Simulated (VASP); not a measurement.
A run of VASP 6.6.1 is set up as follows.

INCAR

```
SYSTEM = MgS
PREC = Accurate
ENCUT = 600
EDIFF = 1E-6
ISMEAR = 0
SIGMA = 0.01
LREAL = .FALSE.
LASPH = .TRUE.
NELM = 120
ALGO = Normal
ISIF = 2
LWAVE = .FALSE.
LCHARG = .FALSE.
GGA = CA
NBANDS = 11
GGA_COMPAT = .FALSE.
```

Contents of KPOINTS:

```
Automatic mesh
0
G
  5 5 5
  0 0 0
```

File POSCAR:

```
MgS
1.0
    0.0000000000      2.7948299008      2.7948299008
    2.7948299008      0.0000000000      2.7948299008
    2.7948299008      2.7948299008      0.0000000000
Mg S
1 1
Direct
    0.0000000000      0.0000000000      0.0000000000
    0.7500000000      0.7500000000      0.7500000000
```

Potentials or basis: VASP PAW LDA potentials, release 64 (Mg, S).

Run with:

```sh
$ cat potpaw_LDA.64/Mg/POTCAR potpaw_LDA.64/S/POTCAR > POTCAR
$ mpirun -np 1 vasp_std > vasp.out
```

Task: Estimate the band gap on the k mesh.

Result: 3.39 eV, direct.

Task: What does it give for the pressure?

Result: -0.2 GPa.

Expect the measured gap to be larger: semilocal functionals such as LDA lack the derivative discontinuity.
